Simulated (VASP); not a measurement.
# HPd16S in VASP: a series of runs, part 2 of 2

VASP 6.6.1. Earlier steps stand in the parts before.

## (3) Single point, LDA

Input file INCAR:

```
ALGO = Normal
EDIFF = 1E-6
ENCUT = 520
GGA = CA
ISIF = 2
ISMEAR = -1
LASPH = T
LCHARG = F
LREAL = Auto
LWAVE = F
NBANDS = 98
NELM = 60
PREC = Accurate
SIGMA = 0.002
```

Input file KPOINTS:

```
k-points
0
Gamma
  3 3 1
```

Input file POSCAR:

```
HPd16S
1.0
    5.5012910000      0.0000000000      0.0000000000
    0.0000000000      5.5012910000      0.0000000000
    0.0000000000      0.0000000000     19.8350000000
Pd S H
16 1 1
Direct
    0.2499958646      0.2499958646      0.0504159314
    0.7500057714      0.2499958646      0.0504159314
    0.2499958646      0.7500057714      0.0504159314
    0.7500057714      0.7500057714      0.0504159314
    0.0000181776      0.0000000000      0.1484396269
    0.4999917292      0.0000000000      0.1484345853
    0.0000000000      0.4999917292      0.1484396269
    0.5000099068      0.4999917292      0.1484497101
    0.2500140422      0.2499958646      0.2465641543
    0.7499875938      0.2499958646      0.2465591127
    0.2500140422      0.7500057714      0.2465591127
    0.7499694163      0.7500239489      0.2465641543
    0.0000181776      0.0000181776      0.3442702294
    0.4999917292      0.0000363551      0.3443206453
    0.0000181776      0.4999735517      0.3442803126
    0.4999735517      0.4999735517      0.3443055205
    0.4829957186      0.2598299199      0.5468011092
    0.3384841849      0.1505646584      0.5929921855
```

Potentials or basis: VASP PAW LDA potentials, release 64 (Pd, S, H).

On the command line:

```sh
$ cat potpaw_LDA.64/Pd/POTCAR potpaw_LDA.64/S/POTCAR potpaw_LDA.64/H/POTCAR > POTCAR
$ mpirun -np 1 vasp_std > vasp.out
```

OUTCAR:

```text
EDIFF = 1E-6
   ENCUT = 520
   GGA = CA
   ISIF = 2
   ISMEAR = -1
   LASPH = T
   LREAL = Auto
   NELM = 60
   PREC = Accurate

 ion  position               nearest neighbor table
   1  0.250  0.250  0.050-   6 2.75   5 2.75   7 2.75   8 2.75   2 2.75   3 2.75   2 2.75   3 2.75

   2  0.750  0.250  0.050-   6 2.75   7 2.75   5 2.75   8 2.75   1 2.75   4 2.75   4 2.75   1 2.75

   3  0.250  0.750  0.050-   6 2.75   5 2.75   7 2.75   8 2.75   1 2.75   4 2.75   4 2.75   1 2.75
[... 23 lines left out ...]
  15  0.000  0.500  0.344-   9 2.75  10 2.75  11 2.75  12 2.75  13 2.75  16 2.75  13 2.75  16 2.75
[... 706 lines left out ...]
  Total      -20.9135285    -21.6454414    -15.8079890      0.0719890     -0.1046916     -0.0382334
  in kB      -55.8182806    -57.7717585    -42.1915778      0.1921389     -0.2794223     -0.1020450
  external PRESSURE =     -51.9272056 kB  Pullay stress =       0.0000000 kB

 VOLUME and BASIS-vectors are now :
 -----------------------------------------------------------------------------
  energy-cutoff  :      520.00
  volume of cell :      600.29
      direct lattice vectors                 reciprocal lattice vectors
     5.501291000  0.000000000  0.000000000     0.181775514  0.000000000  0.000000000
     0.000000000  5.501291000  0.000000000     0.000000000  0.181775514  0.000000000
     0.000000000  0.000000000 19.835000000     0.000000000  0.000000000  0.050415931

 POSITION                                       TOTAL-FORCE (eV/Angst)
 -----------------------------------------------------------------------------------
      1.37530      1.37530      1.00000         0.004665      0.000483      0.661111
      4.12600      1.37530      1.00000        -0.013454      0.001157      0.663403
      1.37530      4.12600      1.00000         0.006175      0.005381      0.660832
      4.12600      4.12600      1.00000         0.002710     -0.002784      0.681973
      0.00010      0.00000      2.94430         0.009423      0.001897     -0.073052
      2.75060      0.00000      2.94420        -0.005940      0.003484     -0.067959
[... 10 lines left out ...]
      2.65710      1.42940     10.84580         0.143627      0.053296     -0.363823
      1.86210      0.82830     11.76200        -0.133636     -0.064580     -0.077416
 -----------------------------------------------------------------------------------
    total drift:                               -0.003575     -0.002007      0.001929

  FREE ENERGIE OF THE ION-ELECTRON SYSTEM (eV)
  ---------------------------------------------------
  free  energy   TOTEN  =      -101.6465530126 eV

  energy  without entropy=     -101.6429458479  energy(sigma->0) =     -101.64474943
```

OSZICAR:

```text
N       E                     dE             d eps       ncg     rms          rms(c)
DAV:   1     0.107890414238E+04    0.10789E+04   -0.76883E+04   980   0.149E+03
DAV:   2    -0.375250934281E+02   -0.11164E+04   -0.10587E+04  1062   0.318E+02
DAV:   3    -0.105339483387E+03   -0.67814E+02   -0.61183E+02  1240   0.681E+01
[... 42 lines left out ...]
DAV:  46    -0.101646547620E+03   -0.37446E-05   -0.51430E-06   648   0.383E-03    0.474E-02
DAV:  47    -0.101646553479E+03   -0.58590E-05   -0.13440E-05   670   0.328E-03    0.749E-02
DAV:  48    -0.101646548672E+03    0.48064E-05   -0.99829E-06   608   0.223E-03    0.435E-02
DAV:  49    -0.101646552794E+03   -0.41213E-05   -0.11754E-05   526   0.184E-03    0.750E-02
DAV:  50    -0.101646553013E+03   -0.21885E-06   -0.56979E-07   520   0.150E-03
   1 F= -.10164655E+03 E0= -.10164475E+03  d E =-.360716E-02
```

stdout:

```text
POSCAR found type information on POSCAR PdS H
 POSCAR found :  3 types and      18 ions
 scaLAPACK will be used
 LDA part: xc-table for (Slater(with rela. corr.)+CA(PZ))
 , standard interpolation
 POSCAR, INCAR and KPOINTS ok, starting setup
 FFT: planning ... GRIDC
 FFT: planning ... GRID_SOFT
 FFT: planning ... GRID
 WAVECAR not read
 entering main loop
```

Run time: 15 min. Hardware: 1 thread of Intel Xeon 6975P-C (Granite Rapids), shared host; peak memory 0.52 GiB.

What came out:

```
Free energy            : -101.6466 eV
Largest force          : 0.682 eV/Å
Band gap on the k mesh : zero (an odd number of electrons rules out a gap without spin polarisation)
```

Forces on the atoms (eV/Å):
```
Pd   0.005  0.000  0.661
Pd  -0.013  0.001  0.663
Pd   0.006  0.005  0.661
Pd   0.003 -0.003  0.682
Pd   0.009  0.002 -0.073
Pd  -0.006  0.003 -0.068
Pd   0.003 -0.006 -0.080
Pd  -0.002 -0.006 -0.047
Pd   0.004 -0.004  0.040
Pd  -0.001 -0.001  0.024
Pd   0.008  0.007  0.027
Pd  -0.021  0.007  0.044
Pd   0.005  0.021 -0.588
Pd  -0.004  0.017 -0.449
Pd   0.014 -0.017 -0.568
Pd  -0.019 -0.018 -0.488
S    0.144  0.053 -0.364
H   -0.134 -0.065 -0.077
```

Levels at points of the mesh, in eV from the Fermi level:
```csv
k point,band 82,band 83,band 84,band 85,band 86,band 87
"(0.00, 0.00, 0.00)",0.13,0.13,0.35,0.36,0.66,0.68
```

Caveat: the k points lie up to 0.38 Å⁻¹ apart, too coarse for converged energies and pressures of a metal; there is no dipole correction, which matters where the two faces differ.

## (4) Single point, LDA

Input file INCAR:

```
SYSTEM = HPd16S
  ALGO = Normal
  EDIFF = 1E-7
  ENCUT = 520
  GGA = CA
  ISIF = 2
  ISMEAR = -1
  LASPH = .True.
  LCHARG = .False.
  LREAL = Auto
  LWAVE = .False.
  NBANDS = 98
  NELM = 100
  PREC = Accurate
  SIGMA = 0.002
```

Input file KPOINTS:

```
k-points
0
Gamma
  3 3 1
  0 0 0
```

Input file POSCAR:

```
HPd16S
1.0
    5.5012910000      0.0000000000      0.0000000000
    0.0000000000      5.5012910000      0.0000000000
    0.0000000000      0.0000000000     19.8350000000
Pd S H
16 1 1
Direct
    0.2499958646      0.2499958646      0.0504159314
    0.7500057714      0.2499958646      0.0504159314
    0.2499958646      0.7500057714      0.0504159314
    0.7500057714      0.7500057714      0.0504159314
    0.0000363551      0.0000000000      0.1483992942
    0.4999917292      0.0000000000      0.1483841694
    0.0000181776      0.4999735517      0.1483992942
    0.5000099068      0.4999917292      0.1484194605
    0.2500140422      0.2499776871      0.2465944038
    0.7499694163      0.2499958646      0.2465843206
    0.2500322197      0.7500239489      0.2465843206
    0.7499148836      0.7500421265      0.2465994454
    0.0000363551      0.0000727102      0.3438769851
    0.4999735517      0.0000727102      0.3439979834
    0.0000545327      0.4999371966      0.3439021931
    0.4999371966      0.4999190190      0.3439626922
    0.4837046431      0.2599935179      0.5432972019
    0.3190160273      0.1427846664      0.5828384169
```

On the command line:

```sh
$ cat potpaw_LDA.64/Pd/POTCAR potpaw_LDA.64/S/POTCAR potpaw_LDA.64/H/POTCAR > POTCAR
$ mpirun -np 1 vasp_std > vasp.out
```

It took 16 min on 1 thread of Intel Xeon 6975P-C (Granite Rapids), shared host; peak memory 0.53 GiB.

The run converged. Its results:

| Quantity | Value |
| --- | --- |
| Free energy | -101.7228 eV |
| Largest force | 0.680 eV/Å |
| Band gap on the k mesh | zero (an odd number of electrons rules out a gap without spin polarisation) |

Forces in eV/Å, atoms in the order of the input:
```
Pd   0.007  0.001  0.657
Pd  -0.015  0.000  0.661
Pd   0.008  0.006  0.660
Pd   0.001 -0.004  0.680
Pd   0.009  0.003 -0.071
Pd  -0.007  0.006 -0.055
Pd  -0.001 -0.005 -0.080
Pd  -0.003 -0.008 -0.044
Pd   0.008 -0.003 -0.002
Pd  -0.003  0.000 -0.015
Pd   0.014  0.004 -0.011
Pd  -0.024  0.007  0.007
Pd   0.002  0.024 -0.542
Pd  -0.002  0.019 -0.375
Pd   0.013 -0.019 -0.531
Pd  -0.022 -0.021 -0.419
S    0.019 -0.039 -0.318
H   -0.003  0.029 -0.204
```

Levels at points of the mesh, in eV from the Fermi level:
```tsv
k point	band 81	band 82	band 83	band 84	band 85	band 86	band 87	band 88
(0.00, 0.00, 0.00)	0.05	0.12	0.13	0.35	0.35	0.65	0.67	1.33
```

Caveat: the k points lie up to 0.38 Å⁻¹ apart, too coarse for converged energies and pressures of a metal; there is no dipole correction, which matters where the two faces differ.

## (5) Summary

```csv
cell,gap on the mesh (eV),largest force (eV/Å)
"as given, atomic positions A",none,0.68
"as given, atomic positions B",none,0.68
"as given, atomic positions C",none,0.68
```

Alike in all rows: task single point; level LDA; potentials or basis VASP PAW LDA potentials, release 64 (Pd, S, H); no spin polarisation; k mesh 3 × 3 × 1; cutoff (eV) 520; smearing fermi-dirac 0.002 eV.

Caveats: all runs use coarse meshes; there is no dipole correction, which matters where the two faces differ.

Total energies depend on the potentials used, so only differences within one code and one set of settings carry meaning.
